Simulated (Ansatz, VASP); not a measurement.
## Zr in VASP and in Ansatz

Contents of INCAR:

```
SYSTEM = Zr
PREC = Accurate
ENCUT = 520
EDIFF = 1E-7
ISMEAR = -1
SIGMA = 0.1
LREAL = .False.
LASPH = .True.
NELM = 100
ALGO = Normal
ISIF = 2
LWAVE = .False.
LCHARG = .False.
GGA = PS
NBANDS = 12
```

The input KPOINTS:

```
Automatic mesh
0
Gamma
  14 14 14
  0 0 0
```

The input POSCAR:

```
Zr
1.0
   -1.7630477005      1.7630477005      1.7630477005
    1.7630477005     -1.7630477005      1.7630477005
    1.7630477005      1.7630477005     -1.7630477005
Zr
1
Direct
    0.0000000000      0.0000000000      0.0000000000
```

Input for Ansatz:

```yaml
crystal:
  lattice:
    - [-1.7630477005, 1.7630477005, 1.7630477005]
    - [1.7630477005, -1.7630477005, 1.7630477005]
    - [1.7630477005, 1.7630477005, -1.7630477005]
  atoms:
    - { symbol: Zr, position: [0.0, 0.0, 0.0] }
hamiltonian:
  xc: pbesol
  pseudopotentials:
    kind: paw
    azcp:
      Zr: "pseudopotentials/Zr.paw.azcp"
basis:
  ecutwfc: 420
  fft_grid_basis: typed
kpoints:
  mp_grid: { grid: [14, 14, 14], shift: [0, 0, 0] }
magnetization:
  spin_polarized: false
scf:
  occupations: { method: fermi_dirac, width: 0.1 }
  lower_state_search: "off"
output:
  stress: true
  write_density: true
  write_potential: true
  elf: true
  volumetric_format: npy
```

Alike in both runs: task single point; functional PBEsol; k mesh 14 × 14 × 14; occupations fermi-dirac, width 0.1 eV; no spin polarisation.

```csv
,VASP,Ansatz
version,VASP 6.6.1,Ansatz 0.2.0
potentials or method,"VASP PAW PBE potentials, release 64 (Zr_sv), cutoff 520 eV","plane waves (420 eV) with PAW, scalar-relativistic"
valence electrons in the cell,12,12
```

```csv
,VASP,Ansatz,Ansatz less VASP
pressure (GPa),-0.1,-0.2,-0.08
```

VASP's potentials were made for PBE, not for PBEsol, and Ansatz warns of the same on its side.
